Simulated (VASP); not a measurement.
**CuOs2: relaxation of cell and atoms with PBE**

Crystal: CuOs2.

```
CELL_PARAMETERS angstrom
0.00000 2.83349 2.83349
2.83349 0.00000 2.83349
2.83349 2.83349 0.00000
ATOMIC_POSITIONS crystal
Cu 0.00000 0.00000 0.00000
Os 0.25000 0.25000 0.25000
Os 0.75000 0.75000 0.75000
```

* Program: VASP 6.6.1
* Task: relaxation of cell and atoms
* Functional: PBE
* Potentials or basis: VASP PAW PBE potentials, release 64 (Cu, Os)
* Cutoff: 600 eV
* k mesh: 14 × 14 × 14
* Occupations: gaussian, width 0.1 eV
* Spin: no spin polarisation
* Dipole correction: no
* Further INCAR settings: ALGO = Normal; EDIFF = 1e-06; IBRION = 2; EDIFFG = -0.01; NSW = 100; ISIF = 3

```json
{
  "Relaxed volume": "15.18 Å³/atom",
  "Relaxed cell": "a = 4.008 Å, b = 4.008 Å, c = 4.008 Å, α = 60.00°, β = 60.00°, γ = 60.00°",
  "Space group after relaxing (to 0.05 Å)": "Fm-3m (No. 225)",
  "Energy gained by relaxing": "0.0 meV/atom",
  "Ionic steps": "3",
  "Pressure after relaxing": "0.1 GPa"
}
```

Final structure:
```cif
data_structure
_symmetry_space_group_name_H-M 'P 1'
_symmetry_Int_Tables_number 1
_cell_length_a 4.0084
_cell_length_b 4.0084
_cell_length_c 4.0084
_cell_angle_alpha 60.000
_cell_angle_beta 60.000
_cell_angle_gamma 60.000
_cell_volume 45.54
loop_
_atom_site_label
_atom_site_type_symbol
_atom_site_fract_x
_atom_site_fract_y
_atom_site_fract_z
_atom_site_occupancy
Cu1 Cu 0.00000 0.00000 0.00000 1
Os1 Os 0.25000 0.25000 0.25000 1
Os2 Os 0.75000 0.75000 0.75000 1
```

Levels at points of the mesh, in eV from the Fermi level:
```tsv
k point	band 10	band 11	band 12	band 13	band 14	band 15	band 16	band 17
(0.00, 0.00, 0.00)	-2.19	-2.19	1.25	1.25	1.25	2.71	2.71	7.61
(0.50, 0.00, 0.00)	-1.32	-1.32	-1.27	-1.27	-1.08	-0.18	-0.18	0.60
(0.50, 0.50, 0.00)	-1.46	-1.46	-1.04	0.27	0.27	1.05	1.80	1.80
```

Run time: 64 s on 1 thread of Intel(R) Xeon(R) 6975P-C (Granite Rapids), on a shared host, peak memory 0.25 GiB.

Caveat: spin-orbit coupling is left out, which moves the levels of the heavy elements.
